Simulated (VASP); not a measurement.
Here is a VASP 6.6.1 calculation.

The input INCAR:

```
PREC = Accurate
ENCUT = 520
EDIFF = 1E-7
ISMEAR = -1
SIGMA = 0.05
LREAL = False
LASPH = True
NELM = 60
ALGO = Normal
ISIF = 2
LWAVE = False
LCHARG = False
GGA = CA
NBANDS = 12
```

The input KPOINTS:

```
regular mesh
0
Gamma
  9 9 5
```

Contents of POSCAR:

```
Sb
1.0
    3.3545324186      0.0000000000      0.0000000000
   -1.6772662093      2.9051102923      0.0000000000
    0.0000000000      0.0000000000      5.4701606500
Sb
2
Direct
    0.6666666667      0.3333333333      0.7500000000
    0.3333333333      0.6666666667      0.2500000000
```

Potentials or basis: VASP PAW LDA potentials, release 64 (Sb).

Launch:

```bash
$ cat potpaw_LDA.64/Sb/POTCAR > POTCAR
$ mpirun -np 1 vasp_std > vasp.out
```

Problem. What does it give for the band gap on the k mesh?

Solution. Zero (bands 5 and 6 overlap by 6.83 eV).

Problem. What does it give for the pressure?

Solution. -2.6 GPa.

Stress tensor (GPa, compression positive):
```
-2.52  0.00  0.00
 0.00 -2.52  0.00
 0.00  0.00 -2.88
```

Caveat: spin-orbit coupling is left out, which moves the levels of the heavy elements.
